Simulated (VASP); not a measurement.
Cu (a cell with a defect): single point with PBE

Cu (a cell with a defect):

```
Cu
1.0
    -5.44470    5.44470    0.00000
    -5.44470    0.00000    5.44470
     0.00000    5.44470    5.44470
Cu
26
Direct
  0.33013 0.00000 0.00000
  0.00000 0.33013 0.00000
  0.00000 0.00000 0.33013
  0.66987 0.00000 0.00000
  0.33333 0.33333 0.00001
  0.33333 0.00001 0.33333
  0.00000 0.66987 0.00000
  0.00001 0.33333 0.33333
  0.00000 0.00000 0.66987
  0.66987 0.33013 0.00000
  0.66987 0.00000 0.33013
  0.33013 0.66987 0.00000
  0.33333 0.33333 0.33333
  0.33013 0.00000 0.66987
  0.00000 0.66987 0.33013
  0.00000 0.33013 0.66987
  0.66667 0.66667 0.99999
  0.66740 0.33260 0.33260
  0.66667 0.99999 0.66667
  0.33260 0.66740 0.33260
  0.33260 0.33260 0.66740
  0.99999 0.66667 0.66667
  0.66740 0.66740 0.33260
  0.66740 0.33260 0.66740
  0.33260 0.66740 0.66740
  0.66667 0.66667 0.66667
```

This cell differs from its parent crystal: atoms taken out, then relaxed in part.

```
Program                : VASP 6.6.1
Task                   : single point
Functional             : PBE
Potentials or basis    : VASP PAW PBE potentials, release 64 (Cu)
Cutoff                 : 520 eV
k mesh                 : 6 × 6 × 6
Occupations            : gaussian, width 0.1 eV
Spin                   : no spin polarisation
Dipole correction      : no
Further INCAR settings : LREAL = Auto; ALGO = Fast; EDIFF = 1e-07; NBANDS = 162
```

```yaml
Pressure: -1.1 GPa
Largest_force: 0.005 eV/Å
Band_gap_on_the_k_mesh: zero (bands 143 and 144 overlap by 2.03 eV)
```

Forces in eV/Å, atoms in the order of the input:
```
Cu   0.003 -0.003  0.000
Cu   0.003  0.000 -0.003
Cu   0.000 -0.003 -0.003
Cu  -0.003  0.003  0.000
Cu   0.001  0.001  0.001
Cu  -0.001 -0.001  0.001
Cu  -0.003  0.000  0.003
Cu  -0.001  0.001 -0.001
Cu   0.000  0.003  0.003
Cu   0.000  0.003 -0.003
Cu  -0.003  0.000 -0.003
Cu   0.000 -0.003  0.003
Cu   0.001 -0.001 -0.001
Cu   0.003  0.000  0.003
Cu  -0.003 -0.003  0.000
Cu   0.003  0.003  0.000
Cu  -0.001 -0.001 -0.001
Cu   0.000  0.000  0.005
Cu   0.001  0.001 -0.001
Cu   0.000  0.005  0.000
Cu  -0.005  0.000  0.000
Cu   0.001 -0.001  0.001
Cu   0.005  0.000  0.000
Cu   0.000 -0.005  0.000
Cu   0.000  0.000 -0.005
Cu  -0.001  0.001  0.001
```

Levels at points of the mesh, in eV from the Fermi level:
| k point | band 142 | band 143 | band 144 | band 145 | band 146 | band 147 |
| --- | --- | --- | --- | --- | --- | --- |
| (0.00, 0.00, 0.00) | -1.66 | -1.66 | -1.64 | -1.59 | 3.21 | 3.21 |
| (0.50, 0.00, 0.00) | -0.17 | -0.17 | -0.16 | -0.12 | 1.25 | 1.25 |
| (0.50, 0.50, 0.00) | 0.13 | 0.13 | 0.19 | 0.51 | 0.51 | 0.56 |

It took 70 min on 1 thread of Oxide Virtual Turin-like Processor (shared host), peak memory 0.77 GiB.

Caveat: the cell differs from its parent crystal (atoms taken out, then relaxed in part).
